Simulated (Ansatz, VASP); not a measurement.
**One calculation of Ag, two programs**

```
CELL_PARAMETERS angstrom
0.00000 2.04310 2.12482
2.04310 0.00000 2.12482
2.04310 2.04310 0.00000
ATOMIC_POSITIONS crystal
Ag 0.00000 0.00000 0.00000
```

Change from the starting cell: strain +0.000 along x and y, +0.040 along z, atoms carried along.

Alike in both runs: task single point; functional r2SCAN; k mesh 20 × 20 × 20; occupations gaussian, width 0.15 eV; no spin polarisation.

|  | VASP | Ansatz |
| --- | --- | --- |
| version | VASP 6.6.1 | Ansatz 0.2.0 |
| potentials or method | VASP PAW PBE potentials, release 64 (Ag), cutoff 520 eV | scalar-relativistic, plane waves, PAW |
| valence electrons in the cell | 11 | 19 |

|  | VASP | Ansatz | Ansatz less VASP |
| --- | --- | --- | --- |
| gap on the k mesh at the Fermi level (eV) | none | none | - |
| pressure (GPa) | -2.4 | -2.5 | -0.10 |
| traceless stress, the component that is largest in VASP (GPa) | -1.03 | -1.01 | +0.019 |

VASP's potentials were made for PBE, not for r2SCAN. A gap of «none» marks a metal or a gap that the smearing closes. VASP's potentials hold 11 valence electrons a cell and Ansatz's 19, so a difference there can come from the potentials and not from the codes.
